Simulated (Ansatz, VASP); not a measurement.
# Tl in VASP and in Ansatz

Contents of INCAR:

```
PREC = Accurate
ENCUT = 520
EDIFF = 1E-7
ISMEAR = -1
SIGMA = 0.1
LREAL = F
LASPH = T
NELM = 60
ALGO = Normal
ISIF = 2
LWAVE = F
LCHARG = F
GGA = PE
NBANDS = 26
```

KPOINTS

```
regular mesh
0
Gamma
  7 7 10
```

Contents of POSCAR:

```
Tl
1.0
    5.7066433239      0.0000000000      0.0000000000
   -2.8533216619      4.9420980888      0.0000000000
    0.0000000000      0.0000000000      3.5071730320
Tl
3
Direct
    1.0000000000      0.0000000000      0.0000000000
    0.3333333333      0.6666666667      0.5000000000
    0.6666666667      0.3333333333      0.5000000000
```

Input for Ansatz:

```yaml
crystal:
  lattice:
    - [5.7066433239, 0.0, 0.0]
    - [-2.8533216619, 4.9420980888, 0.0]
    - [0.0, 0.0, 3.507173032]
  atoms:
    - { symbol: Tl, position: [1.0, 0.0, 0.0] }
    - { symbol: Tl, position: [0.3333333333, 0.6666666667, 0.5] }
    - { symbol: Tl, position: [0.6666666667, 0.3333333333, 0.5] }
hamiltonian:
  xc: pbe
  pseudopotentials:
    kind: paw
    azcp:
      Tl: "pseudopotentials/Tl.paw.azcp"
basis:
  ecutwfc: 420
  fft_grid_basis: typed
kpoints:
  mp_grid: { grid: [7, 7, 10], shift: [0, 0, 0] }
magnetization:
  spin_polarized: false
scf:
  occupations: { method: fermi_dirac, width: 0.1 }
  lower_state_search: "off"
output:
  stress: true
```

Alike in both runs: task single point; functional PBE; k mesh 7 × 7 × 10; occupations fermi-dirac, width 0.1 eV; no spin polarisation.

|  | VASP | Ansatz |
| --- | --- | --- |
| version | VASP 6.6.1 | Ansatz 0.2.0 |
| potentials or method | VASP PAW PBE potentials, release 64 (Tl_d), cutoff 520 eV | plane waves (420 eV) with PAW, scalar-relativistic |
| valence electrons in the cell | 39 | 39 |

|  | VASP | Ansatz | Ansatz less VASP |
| --- | --- | --- | --- |
| pressure (GPa) | -0.9 | -0.9 | +0.05 |

With one functional, cell and mesh, what is left measures potentials, basis and numerics.

Neither program's run includes spin-orbit coupling.
